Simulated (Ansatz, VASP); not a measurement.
# Two plane-wave programs on Si

The input INCAR:

```
SYSTEM = Si
  ALGO = Normal
  EDIFF = 1E-6
  ENCUT = 500
  GGA = PE
  GGA_COMPAT = .False.
  ISIF = 2
  ISMEAR = 0
  LASPH = .True.
  LCHARG = .False.
  LREAL = .False.
  LWAVE = .False.
  NBANDS = 11
  NELM = 120
  PREC = Accurate
  SIGMA = 0.02
```

KPOINTS

```
k-points
0
Gamma
  8 8 8
  0 0 0
```

File POSCAR:

```
Si
1.0
    0.0000000000      2.7154705000      2.7154705000
    2.7154705000      0.0000000000      2.7154705000
    2.7154705000      2.7154705000      0.0000000000
Si
2
Direct
    0.0000000000      0.0000000000      0.0000000000
    0.2500000000      0.2500000000      0.2500000000
```

Input for Ansatz:

```yaml
crystal:
  lattice:
    - [0.0, 2.7154705, 2.7154705]
    - [2.7154705, 0.0, 2.7154705]
    - [2.7154705, 2.7154705, 0.0]
  atoms:
    - { symbol: Si, position: [0.0, 0.0, 0.0] }
    - { symbol: Si, position: [0.25, 0.25, 0.25] }
basis:
  ecutwfc: 420
kpoints:
  mp_grid: { grid: [8, 8, 8] }
hamiltonian:
  xc: pbe
  pseudopotentials: { kind: paw }
scf:
  occupations: { method: gaussian, width: 0.02 }
output:
  forces: true
  stress: true
  eigenvalues: true
```

Alike in both runs: task single point; functional PBE; k mesh 8 × 8 × 8; occupations gaussian, width 0.02 eV; no spin polarisation.

|  | VASP | Ansatz |
| --- | --- | --- |
| version | VASP 6.6.1 | Ansatz 0.2.0 |
| potentials or method | VASP PAW PBE potentials, release 64 (Si), cutoff 500 eV | scalar-relativistic, plane waves, PAW |
| valence electrons in the cell | 8 | 8 |

|  | VASP | Ansatz | Ansatz less VASP |
| --- | --- | --- | --- |
| gap on the k mesh at the Fermi level (eV) | 0.62 | 0.61 | -0.003 |
| least direct gap on the mesh (eV) | 2.57 | 2.56 | -0.005 |
| pressure (GPa) | 1.9 | 2.0 | +0.08 |

With one functional, cell and mesh, what is left measures potentials, basis and numerics.
